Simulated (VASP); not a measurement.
The system is CoO.

```
CELL_PARAMETERS angstrom
0.00000 2.13150 2.13150
2.13150 0.00000 2.13150
2.13150 2.13150 0.00000
ATOMIC_POSITIONS crystal
Co 0.00000 0.00000 0.00000
O 0.50000 0.50000 0.50000
```

Base run:

| Item | Value |
| --- | --- |
| Program | VASP 6.6.1 |
| Functional | LDA |
| Potentials or basis | VASP PAW LDA potentials, release 64 (Co, O) |
| Cutoff | 600 eV |
| k mesh | 10 × 10 × 10 |
| Occupations | gaussian, width 0.2 eV |
| Spin | collinear spin, ferromagnetic start |
| Starting moments | [2.5, 0.0] μB |
| Hubbard terms | Co d U = 3.0 eV |

Its results: band gap on the k mesh zero (filled and empty bands overlap); pressure -18.8 GPa; net moment 2.98 μB per cell; site moments Co +2.67; O +0.28 μB.

**Question.** The run is repeated on the same cell with these changes: occupations from gaussian, width 0.2 eV to gaussian, width 0.05 eV. What comes out?

**Answer.** Band gap on the k mesh zero (filled and empty bands overlap); pressure -19.3 GPa; net moment 3.00 μB per cell; site moments Co +2.69; O +0.28 μB.

Caveats: a cell with one magnetic atom can't hold antiferromagnetic order, which such compounds often take.
